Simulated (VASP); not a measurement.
# Rh (Fm-3m) in VASP: a series of runs

Runs on Rh. Level: PBE. Tasks: electric field gradients.

All numbers are computed with VASP 6.6.1; they aren't measurements. Logs are shortened: lines on timing, memory, paths and dates and some standing lists are left out, and cuts for length are marked.

### 1 The cell of the first run

Symmetry: Fm-3m, No. 225, cubic system. Conventional cell: a = 3.778 Å, b = 3.778 Å, c = 3.778 Å, α = 90.00°, β = 90.00°, γ = 90.00°. Rh (site symmetry m-3m) has 12 Rh at 2.67 Å within 3.5 Å.

### 2 Electric field gradients, PBE (volume scaled by 0.98)

INCAR reads:

```
PREC = Accurate
ENCUT = 520
EDIFF = 1E-8
ISMEAR = -1
SIGMA = 0.08
LREAL = False
LASPH = True
NELM = 100
ALGO = Normal
ISIF = 2
LWAVE = False
LCHARG = False
GGA = PE
LEFG = True
NBANDS = 14
```

KPOINTS reads:

```
Automatic mesh
0
Gamma
  16 16 16
```

POSCAR reads:

```
Rh
1.0
    0.0000000000      1.8887875349      1.8887875349
    1.8887875349      0.0000000000      1.8887875349
    1.8887875349      1.8887875349      0.0000000000
Rh
1
Direct
    0.0000000000      0.0000000000      0.0000000000
```

Potentials or basis: VASP PAW PBE potentials, release 64 (Rh_pv).

Run with:

```console
$ cat potpaw_PBE.64/Rh_pv/POTCAR > POTCAR
$ mpirun -np 1 vasp_std > vasp.out
```

OUTCAR:

```text
PREC = Accurate
   ENCUT = 520
   EDIFF = 1E-8
   ISMEAR = -1
   LREAL = False
   LASPH = True
   NELM = 100
   ISIF = 2
   GGA = PE

 ion  position               nearest neighbor table
   1  0.000  0.000  0.000-

  LATTYP: Found a face centered cubic cell.
 ALAT       =     3.7775750698

  Lattice vectors:

 A1 = (   0.0000000000,   1.8887875349,   1.8887875349)
 A2 = (   1.8887875349,   0.0000000000,   1.8887875349)
 A3 = (   1.8887875349,   1.8887875349,   0.0000000000)

Analysis of symmetry for initial positions (statically):
=====================================================================
 Subroutine PRICEL returns:
 Original cell was already a primitive cell.

 Routine SETGRP: Setting up the symmetry group for a
 face centered cubic supercell.

 Subroutine GETGRP returns: Found 48 space group operations
 (whereof 48 operations were pure point group operations)
 out of a pool of 48 trial point group operations.

The static configuration has the point symmetry O_h .

Analysis of symmetry for dynamics (positions and initial velocities):
=====================================================================
 Subroutine PRICEL returns:
 Original cell was already a primitive cell.

 Routine SETGRP: Setting up the symmetry group for a
 face centered cubic supercell.

 Subroutine GETGRP returns: Found 48 space group operations
 (whereof 48 operations were pure point group operations)
 out of a pool of 48 trial point group operations.

The dynamic configuration has the point symmetry O_h .

 Subroutine INISYM returns: Found 48 space group operations
 (whereof 48 operations are pure point group operations),
 and found     1 'primitive' translations

----------------------------------------------------------------------------------------

                                     Primitive cell

  volume of cell :      13.4766

  direct lattice vectors                    reciprocal lattice vectors
     0.000000000  1.888787535  1.888787535    -0.264720087  0.264720087  0.264720087
     1.888787535  0.000000000  1.888787535     0.264720087 -0.264720087  0.264720087
     1.888787535  1.888787535  0.000000000     0.264720087  0.264720087 -0.264720087

  length of vectors
     2.671148948  2.671148948  2.671148948     0.458508640  0.458508640  0.458508640

  position of ions in fractional coordinates (direct lattice)
     0.000000000  0.000000000  0.000000000

  ion indices of the primitive-cell ions
   primitive index   ion index
                 1           1

----------------------------------------------------------------------------------------

 KPOINTS: Automatic mesh

Automatic generation of k-mesh.
 Grid dimensions read from file:
 generate k-points for:   16   16   16

 Generating k-lattice:

  Cartesian coordinates                     Fractional coordinates (reciprocal lattice)
    -0.016545005  0.016545005  0.016545005     0.062500000  0.000000000  0.000000000
     0.016545005 -0.016545005  0.016545005     0.000000000  0.062500000  0.000000000
     0.016545005  0.016545005 -0.016545005     0.000000000  0.000000000  0.062500000

  Length of vectors
     0.028656790  0.028656790  0.028656790

  Shift w.r.t. Gamma in fractional coordinates (k-lattice)
     0.000000000  0.000000000  0.000000000

 Subroutine IBZKPT returns following result:
 ===========================================

 Found    145 irreducible k-points:

 Following reciprocal coordinates:
            Coordinates               Weight
  0.000000  0.000000  0.000000      1.000000
  0.062500  0.000000  0.000000      8.000000
  0.125000  0.000000  0.000000      8.000000
  0.187500  0.000000  0.000000      8.000000
  0.250000  0.000000  0.000000      8.000000
  0.312500  0.000000  0.000000      8.000000
[... 16 lines left out ...]
 -0.125000  0.062500  0.000000     24.000000
 -0.062500  0.062500  0.000000     12.000000
 [... further k-points ...]
   k-points           NKPTS =    145   k-points in BZ     NKDIM =    145   number of bands    NBANDS=     14
   number of dos      NEDOS =    301   number of ions     NIONS =      1
   total plane-waves  NPLWV =   8000
   dimension x,y,z NGX =    20 NGY =   20 NGZ =   20
   dimension x,y,z NGXF=    40 NGYF=   40 NGZF=   40
   ions per type =               1
   NGX,Y,Z   is equivalent  to a cutoff of  12.45, 12.45, 12.45 a.u.
   NGXF,Y,Z  is equivalent  to a cutoff of  24.90, 24.90, 24.90 a.u.
 SYSTEM =  unknown system
   PREC   = accura    normal or accurate (medium, high low for compatibility)
   ISTART =      0    job   : 0-new  1-cont  2-samecut
   ICHARG =      2    charge: 1-file 2-atom 10-const
   ISPIN  =      1    spin polarized calculation?
   LNONCOLLINEAR =      F non collinear calculations
   LSORBIT =      F    spin-orbit coupling
   LASPH  =      T    aspherical Exc in radial PAW
   ENCUT  =  520.0 eV  38.22 Ry    6.18 a.u.   4.97  4.97  4.97*2*pi/ulx,y,z
   NELM   =    100;   NELMIN=  2; NELMDL= -5     # of ELM steps
   EDIFF  = 0.1E-07   stopping-criterion for ELM
   LREAL  =      F    real-space projection
   EDIFFG = 0.1E-06   stopping-criterion for IOM
   NSW    =      0    number of steps for IOM
   IBRION =     -1    ionic relax: 0-MD 1-quasi-New 2-CG
   NFREE  =      0    steps in history (QN), initial steepest desc. (CG)
   ISIF   =      2    stress and relaxation
   ISYM   =      2    0-nonsym 1-usesym 2-fastsym
   POTIM  = 0.5000    time-step for ionic-motion
   TEBEG  =    0.0;   TEEND  =   0.0 temperature during run
   PSTRESS=    0.0 pullay stress
   NELECT =      15.0000    total number of electrons
   NUPDOWN=      -1.0000    fix difference up-down
   EMIN   =  10.00;   EMAX   =-10.00  energy-range for DOS
   EFERMI =   0.00;   METHOD = LEGACY
   ISMEAR =    -1;   SIGMA  =   0.08  broadening in eV -4-tet -1-fermi 0-gaus
   EFERMI_NEDOS =   21; number of points for ismear=-14 and -15
   IALGO  =     38    algorithm
   IMIX   =      4    mixing-type and parameters
     AMIX     =   0.40;   BMIX     =  1.00
     AMIX_MAG =   1.60;   BMIX_MAG =  1.00
  volume/ion in A,a.u.               =      13.48        90.94
  Fermi-wavevector in a.u.,A,eV,Ry     =   1.696597  3.206104 39.163594  2.878443
  Thomas-Fermi vector in A             =   2.777431
   LORBIT       =      0    0 simple, 1 ext, 2 COOP (PROOUT), +10 PAW based schemes
   GGA     = PE    functional components
   LHFCALC =     F    Hartree Fock is set to
   AEXX    =    0.0000 exact exchange contribution
   IVDW    =     0    specifies the selected vdW correction
   LEPSILON=     F    determine dielectric tensor
   LRPA    =     F    only Hartree local field effects (RPA)
 non-spin polarized calculation
  energy-cutoff  :      520.00
  volume of cell :       13.48
 maximum number of plane-waves:       380
   NGX =  9   NGY =  9   NGZ =  9

 number of electron      15.0000006 magnetization

 Free energy of the ion-electron system (eV)
  ---------------------------------------------------
  ext. energy  EPLUGINS =         0.00000000
  ---------------------------------------------------
  free energy    TOTEN  =        -7.25185710 eV

  energy without entropy =       -7.22316973  energy(sigma->0) =       -7.23751341

 E-fermi :  12.2684     XC(G=0): -14.1607

 val. band max:       12.2631244737   @ k =  -0.3750   0.2500   0.0000
 cond. band min:      12.2684162200   @ k =  -0.3750   0.0625   0.0000
 fundamental gap:      0.0052917463
 Fermi energy:        12.2683782304

 k-point     1 :       0.0000    0.0000    0.0000
  band No.  band energies     occupation
      1     -34.1358      2.00000
      2     -34.1358      2.00000
      3     -34.1358      2.00000
      4       4.1679      2.00000
      5       9.1027      2.00000
      6       9.1027      2.00000
      7       9.1027      2.00000
      8      11.2559      1.99999
      9      11.2559      1.99999
     10      28.2547      0.00000
     11      32.7534      0.00000
     12      33.8301      0.00000
     13      33.8301      0.00000
     14      33.8301      0.00000

 k-point     2 :       0.0625    0.0000    0.0000
  band No.  band energies     occupation
      1     -34.1668      2.00000
      2     -34.1400      2.00000
      3     -34.1400      2.00000
      4       4.3285      2.00000
      5       9.0306      2.00000
      6       9.1659      2.00000
      7       9.1659      2.00000
      8      11.2201      2.00000
      9      11.2201      2.00000
     10      28.4918      0.00000
[... 362 lines left out ...]
 k-point    24 :      -0.0625    0.0625    0.0000
  band No.  band energies     occupation
      1     -34.2102      2.00000
      2     -34.1582      2.00000
      3     -34.1415      2.00000
      4       4.5881      2.00000
      5       8.8958      2.00000
      6       9.2526      2.00000
      7       9.3021      2.00000
      8      11.0616      2.00000
      9      11.2813      1.99999
     10      28.8612      0.00000
     11      32.1309      0.00000
     12      32.7559      0.00000
     13      33.9057      0.00000
     14      34.7059      0.00000

 [... further k-points ...]

------------------------ aborting loop because EDIFF is reached ----------------------------------------

  FORCE on cell =-STRESS in cart. coord.  units (eV):
  Direction    XX          YY          ZZ          XY          YZ          ZX
  --------------------------------------------------------------------------------------
  -------------------------------------------------------------------------------------
  Total        1.0227417      1.0227417      1.0227417      0.0000000      0.0000000      0.0000000
  in kB      121.5898288    121.5898288    121.5898288      0.0000000      0.0000000      0.0000000
  external PRESSURE =     121.5898288 kB  Pullay stress =       0.0000000 kB

 VOLUME and BASIS-vectors are now :
 -----------------------------------------------------------------------------
  energy-cutoff  :      520.00
  volume of cell :       13.48
      direct lattice vectors                 reciprocal lattice vectors
     0.000000000  1.888787535  1.888787535    -0.264720087  0.264720087  0.264720087
     1.888787535  0.000000000  1.888787535     0.264720087 -0.264720087  0.264720087
     1.888787535  1.888787535  0.000000000     0.264720087  0.264720087 -0.264720087

 POSITION                                       TOTAL-FORCE (eV/Angst)
 -----------------------------------------------------------------------------------
      0.00000      0.00000      0.00000         0.000000      0.000000      0.000000
 -----------------------------------------------------------------------------------
    total drift:                                0.000000     -0.000000      0.000000

  FREE ENERGIE OF THE ION-ELECTRON SYSTEM (eV)
  ---------------------------------------------------
  free  energy   TOTEN  =        -7.2518570965 eV

  energy  without entropy=       -7.2231697324  energy(sigma->0) =       -7.23751341

 Electric field gradients (V/A^2)
---------------------------------------------------------------------
 ion       V_xx      V_yy      V_zz      V_xy      V_xz      V_yz
---------------------------------------------------------------------
   1      -0.000    -0.000     0.000     0.001     0.001     0.001
---------------------------------------------------------------------

 Electric field gradients after diagonalization (V/A^2)
 (convention: |V_zz| > |V_xx| > |V_yy|)
----------------------------------------------------------------------
 ion       V_xx      V_yy      V_zz     asymmetry (V_yy - V_xx)/ V_zz
----------------------------------------------------------------------
   1      -0.001    -0.001     0.002       0.000
----------------------------------------------------------------------

           NMR quadrupolar parameters

 Cq : quadrupolar parameter    Cq=e*Q*V_zz/h
 eta: asymmetry parameters     (V_yy - V_xx)/ V_zz
 Q  : nuclear electric quadrupole moment in mb (millibarn)
----------------------------------------------------------------------
 ion       Cq(MHz)       eta       Q (mb)
----------------------------------------------------------------------
   1       0.000       0.000       1.000
----------------------------------------------------------------------
```

Run time: 14 s. Hardware: 1 thread of Intel Xeon Platinum 8488C (Sapphire Rapids), shared host; peak memory 0.14 GiB.

Results:

```yaml
Free_energy: -7.2519 eV
Pressure: 12.2 GPa
```

Caveat: without QUAD_EFG the Cq values of the log hold for a quadrupole moment of 1 mb, not for the nuclei.

(Part 1 of 2 ends here.)
